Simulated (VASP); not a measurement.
# NaCl (Fm-3m) in VASP: vibrations by perturbation theory with PBE

Aim: the vibrations by perturbation theory of NaCl with PBE.

Program: VASP 6.6.1. These are calculated values, not measurements. Logs are shortened: lines on timing, memory, paths and dates and some standing lists are left out, and cuts for length are marked.

**1. The cell of the first run**

It takes space group Fm-3m (No. 225, cubic). The conventional cell has a = 5.696 Å, b = 5.696 Å, c = 5.696 Å, α = 90.00°, β = 90.00°, γ = 90.00°. Na (site symmetry m-3m) has 6 Cl at 2.85 Å within 3.8 Å. Within 3.8 Å of Cl (site symmetry m-3m) lie 6 Na at 2.85 Å.

**2. Vibrations by perturbation theory, PBE**

Input file INCAR:

```
PREC = Accurate
ENCUT = 520
EDIFF = 1E-8
ISMEAR = 0
SIGMA = 0.01
LREAL = False
LASPH = True
NELM = 80
ALGO = Normal
ISIF = 2
LWAVE = False
LCHARG = False
GGA = PE
IBRION = 8
NSW = 1
LEPSILON = True
```

Input file KPOINTS:

```
Automatic mesh
0
Gamma
  8 8 8
```

Input file POSCAR:

```
NaCl
1.0
    0.0000000000      2.8481696037      2.8481696037
    2.8481696037      0.0000000000      2.8481696037
    2.8481696037      2.8481696037      0.0000000000
Na Cl
1 1
Direct
    0.5000000000      0.5000000000      0.5000000000
    0.0000000000      0.0000000000      0.0000000000
```

Potentials or basis: VASP PAW PBE potentials, release 64 (Na_pv, Cl).

Run with:

```sh
> cat potpaw_PBE.64/Na_pv/POTCAR potpaw_PBE.64/Cl/POTCAR > POTCAR
> mpirun -np 1 vasp_std > vasp.out
```

OUTCAR:

```text
PREC = Accurate
   ENCUT = 520
   EDIFF = 1E-8
   ISMEAR = 0
   LREAL = False
   LASPH = True
   NELM = 80
   ISIF = 2
   GGA = PE
   IBRION = 8
   NSW = 1
   LEPSILON = True

 ion  position               nearest neighbor table
   1  0.500  0.500  0.500-
   2  0.000  0.000  0.000-

  LATTYP: Found a face centered cubic cell.
 ALAT       =     5.6963392074

  Lattice vectors:

 A1 = (   0.0000000000,   2.8481696037,   2.8481696037)
 A2 = (   2.8481696037,   0.0000000000,   2.8481696037)
 A3 = (   2.8481696037,   2.8481696037,   0.0000000000)

Analysis of symmetry for initial positions (statically):
=====================================================================
 Subroutine PRICEL returns:
 Original cell was already a primitive cell.

 Routine SETGRP: Setting up the symmetry group for a
 face centered cubic supercell.

 Subroutine GETGRP returns: Found 48 space group operations
 (whereof 48 operations were pure point group operations)
 out of a pool of 48 trial point group operations.

The static configuration has the point symmetry O_h .

Analysis of symmetry for dynamics (positions and initial velocities):
=====================================================================
 Subroutine PRICEL returns:
 Original cell was already a primitive cell.

 Routine SETGRP: Setting up the symmetry group for a
 face centered cubic supercell.

 Subroutine GETGRP returns: Found 48 space group operations
 (whereof 48 operations were pure point group operations)
 out of a pool of 48 trial point group operations.

The dynamic configuration has the point symmetry O_h .

 Subroutine INISYM returns: Found 48 space group operations
 (whereof 48 operations are pure point group operations),
 and found     1 'primitive' translations

----------------------------------------------------------------------------------------

                                     Primitive cell

  volume of cell :      46.2091

  direct lattice vectors                    reciprocal lattice vectors
     0.000000000  2.848169604  2.848169604    -0.175551343  0.175551343  0.175551343
     2.848169604  0.000000000  2.848169604     0.175551343 -0.175551343  0.175551343
     2.848169604  2.848169604  0.000000000     0.175551343  0.175551343 -0.175551343

  length of vectors
     4.027920081  4.027920081  4.027920081     0.304063846  0.304063846  0.304063846

  position of ions in fractional coordinates (direct lattice)
     0.500000000  0.500000000  0.500000000
     0.000000000  0.000000000  0.000000000

  ion indices of the primitive-cell ions
   primitive index   ion index
                 1           1
                 2           2

----------------------------------------------------------------------------------------

 KPOINTS: Automatic mesh

Automatic generation of k-mesh.
 Grid dimensions read from file:
 generate k-points for:    8    8    8

 Generating k-lattice:

  Cartesian coordinates                     Fractional coordinates (reciprocal lattice)
[... 484 lines left out ...]

 Free energy of the ion-electron system (eV)
  ---------------------------------------------------
  ---------------------------------------------------
  free energy    TOTEN  =        -0.21507224 eV

  energy without entropy =       -0.21507224

------------------------ aborting loop because EDIFF is reached ----------------------------------------

--------------------------------------- Ionic step        2  -------------------------------------------

------------------------ aborting loop because EDIFF is reached ----------------------------------------

--------------------------------------- Ionic step        3  -------------------------------------------

------------------------ aborting loop because EDIFF is reached ----------------------------------------

 PIEZOELECTRIC TENSOR FIELD DIRECTION 3  (e Angst)
 -----------------------------------------------------------------------------
    -0.00022  0.00000  0.00000           (  0.00000  0.00000  0.00000)
     0.00000 -0.00022 -0.00000           (  0.00000  0.00000 -0.00000)
     0.00000 -0.00000 -0.00035           (  0.00000 -0.00000  0.00000)

 PIEZOELECTRIC TENSOR FIELD DIRECTION 3  (C/m^2)
 -----------------------------------------------------------------------------
    -0.00008  0.00000  0.00000
     0.00000 -0.00008 -0.00000
     0.00000 -0.00000 -0.00012

--------------------------------------- Ionic step        4  -------------------------------------------

------------------------ aborting loop because EDIFF is reached ----------------------------------------

[... ionic steps 5 to 6 ...]

--------------------------------------- Ionic step        7  -------------------------------------------

 Free energy of the ion-electron system (eV)
  ---------------------------------------------------
  ---------------------------------------------------
  free energy    TOTEN  =        -0.19527906 eV

  energy without entropy =       -0.19527906

------------------------ aborting loop because EDIFF is reached ----------------------------------------

 INTERNAL STRAIN TENSOR  FOR ION    2  DIRECTION 1   (eV/Angst):
 -----------------------------------------------------------------------------
     0.00276 -0.00000  0.00000
     0.00000  0.00346  0.00000
     0.00000  0.00000  0.00346

 MACROSCOPIC STATIC DIELECTRIC TENSOR (including local field effects in DFT)
 ------------------------------------------------------
           2.478463     0.000000    -0.000000
           0.000000     2.478463    -0.000000
           0.000000    -0.000000     2.478463
 ------------------------------------------------------

 PIEZOELECTRIC TENSOR (including local field effects)  for field in x, y, z        (e  Angst)
          XX          YY          ZZ          XY          YZ          ZX
  --------------------------------------------------------------------------------
  x     0.00000     0.00000     0.00000     0.00000     0.00000     0.00000
  y     0.00000     0.00000     0.00000     0.00000     0.00000     0.00000
  z     0.00000     0.00000     0.00000     0.00000     0.00000     0.00000

 PIEZOELECTRIC TENSOR (including local field effects)  for field in x, y, z        (C/m^2)
          XX          YY          ZZ          XY          YZ          ZX
  --------------------------------------------------------------------------------
  x     0.00000     0.00000     0.00000     0.00000     0.00000     0.00000
  y     0.00000     0.00000     0.00000     0.00000     0.00000     0.00000
  z     0.00000     0.00000     0.00000     0.00000     0.00000     0.00000

 BORN EFFECTIVE CHARGES (including local field effects) (in |e|, cummulative output)
 ---------------------------------------------------------------------------------
 ion    1
    1     1.10438     0.00000     0.00000
    2     0.00000     1.10438     0.00000
    3     0.00000     0.00000     1.10438
 ion    2
    1    -1.10438     0.00000     0.00000
    2     0.00000    -1.10438     0.00000
    3     0.00000     0.00000    -1.10438

 INTERNAL STRAIN TENSOR FOR ION    2 for displacements in x,y,z  (eV/Angst):
          X           Y           Z          XY          YZ          ZX
  --------------------------------------------------------------------------------
  x     0.00000     0.00000     0.00000     0.00000     0.00000     0.00000
  y     0.00000     0.00000     0.00000     0.00000     0.00000     0.00000
  z     0.00000     0.00000     0.00000     0.00000     0.00000     0.00000

 SECOND DERIVATIVES (NOT SYMMETRIZED)
 ------------------------------------
               1X          1Y          1Z          2X          2Y          2Z
  1X    -1.139096    0.000000    0.000000    1.139096    0.000000    0.000000
  1Y     0.000000   -1.139096    0.000000    0.000000    1.139096    0.000000
  1Z     0.000000    0.000000   -1.139096    0.000000    0.000000    1.139096
  2X     1.178182    0.000000    0.000000   -1.178182    0.000000    0.000000
  2Y     0.000000    1.178182    0.000000    0.000000   -1.178182    0.000000
  2Z     0.000000    0.000000    1.178182    0.000000    0.000000   -1.178182

 Eigenvectors and eigenvalues of the dynamical matrix
 ----------------------------------------------------

   1 f  =    4.498082 THz    28.262285 2PiTHz  150.039878 cm-1    18.602566 meV
             X         Y         Z           dx          dy          dz
      2.848170  2.848170  2.848170     0.773649    0.000000    0.000000
      0.000000  0.000000  0.000000    -0.633614    0.000000    0.000000
[... 21 lines left out ...]
   6 f/i=    0.037193 THz     0.233692 2PiTHz    1.240632 cm-1     0.153819 meV
             X         Y         Z           dx          dy          dz
      2.848170  2.848170  2.848170     0.216849    0.465995    0.370531
      0.000000  0.000000  0.000000     0.264774    0.568984    0.452421

--------------------------------------------------------------------------------------------------------

 MACROSCOPIC STATIC DIELECTRIC TENSOR IONIC CONTRIBUTION
 ------------------------------------------------------
           4.121620     0.000000    -0.000000
           0.000000     4.121620     0.000000
          -0.000000     0.000000     4.121620
 ------------------------------------------------------

 ELASTIC MODULI CONTR FROM IONIC RELAXATION (kBar)
 Direction    XX          YY          ZZ          XY          YZ          ZX
 --------------------------------------------------------------------------------
 XX           0.0000      0.0000      0.0000      0.0000      0.0000      0.0000
 YY           0.0000      0.0000      0.0000      0.0000      0.0000      0.0000
 ZZ           0.0000      0.0000      0.0000      0.0000      0.0000      0.0000
 XY           0.0000      0.0000      0.0000      0.0000      0.0000      0.0000
 YZ           0.0000      0.0000      0.0000      0.0000      0.0000      0.0000
 ZX           0.0000      0.0000      0.0000      0.0000      0.0000      0.0000
 --------------------------------------------------------------------------------

 PIEZOELECTRIC TENSOR IONIC CONTR  for field in x, y, z        (C/m^2)
          XX          YY          ZZ          XY          YZ          ZX
  --------------------------------------------------------------------------------
  x     0.00000     0.00000     0.00000     0.00000     0.00000     0.00000
  y     0.00000     0.00000     0.00000     0.00000     0.00000     0.00000
  z     0.00000     0.00000     0.00000     0.00000     0.00000     0.00000
```

It took 9.8 min on 1 thread of Intel Xeon 8259CL, shared host; peak memory 0.24 GiB.

What came out:

| Item | Value |
| --- | --- |
| Electronic dielectric tensor (diagonal) | 2.48 |
| Born charges (mean of the diagonal) | Na +1.10; Cl -1.10 e |
| Highest phonon frequency at Γ, LO-TO splitting left out | 150 cm⁻¹ |

Phonon frequencies in cm⁻¹ (negative: imaginary):
| q point | frequencies |
| --- | --- |
| (0.000, 0.000, 0.000) | -1 -1 -1 150 150 150 |

Electronic dielectric tensor:
```
2.48 0.00 0.00
0.00 2.48 0.00
0.00 0.00 2.48
```

Born effective charge tensors (e):
atom 1, Na
```
1.10 0.00 0.00
0.00 1.10 0.00
0.00 0.00 1.10
```
atom 2, Cl
```
-1.10  0.00  0.00
 0.00 -1.10  0.00
 0.00  0.00 -1.10
```
